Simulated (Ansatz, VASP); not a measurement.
## Rb in VASP and in Ansatz

The input INCAR:

```
  PREC = Accurate
  ENCUT = 520
  EDIFF = 1E-7
  ISMEAR = -1
  SIGMA = 0.1
  LREAL = False
  LASPH = True
  NELM = 100
  ALGO = Normal
  ISIF = 2
  LWAVE = False
  LCHARG = False
  GGA = CA
  NBANDS = 10
```

KPOINTS

```
Automatic mesh
0
Gamma
  2 2 2
```

The input POSCAR:

```
Rb
1.0
   -2.6859640533      2.6859640533      2.6859640533
    2.6859640533     -2.6859640533      2.6859640533
    2.6859640533      2.6859640533     -2.6859640533
Rb
1
Direct
    0.0000000000      0.0000000000      0.0000000000
```

Input for Ansatz:

```yaml
crystal:
  lattice:
    - [-2.6859640533, 2.6859640533, 2.6859640533]
    - [2.6859640533, -2.6859640533, 2.6859640533]
    - [2.6859640533, 2.6859640533, -2.6859640533]
  atoms:
    - { symbol: Rb, position: [0.0, 0.0, 0.0] }
hamiltonian:
  xc: lda
  pseudopotentials:
    kind: paw
    azcp:
      Rb: "pseudopotentials/Rb.paw.azcp"
basis:
  ecutwfc: 420
  fft_grid_basis: typed
kpoints:
  mp_grid: { grid: [2, 2, 2], shift: [0, 0, 0] }
magnetization:
  spin_polarized: false
scf:
  occupations: { method: fermi_dirac, width: 0.1 }
  lower_state_search: "off"
output:
  stress: true
```

Alike in both runs: task single point; functional LDA; k mesh 2 × 2 × 2; occupations fermi-dirac, width 0.1 eV; no spin polarisation.

|  | VASP | Ansatz |
| --- | --- | --- |
| version | VASP 6.6.1 | Ansatz 0.2.0 |
| potentials or method | VASP PAW LDA potentials, release 64 (Rb_sv), cutoff 520 eV | plane waves (420 eV) with PAW, scalar-relativistic |
| valence electrons in the cell | 9 | 9 |

```csv
,VASP,Ansatz,Ansatz less VASP
pressure (GPa),-0.6,-0.6,+0.01
```

Ansatz warns that its potentials were made for another functional, while VASP's fit it. LDA's correlation is that of Perdew and Zunger in VASP and of Perdew and Wang (1992) in Ansatz.

The k mesh is coarse, so the values compare programs but aren't converged.
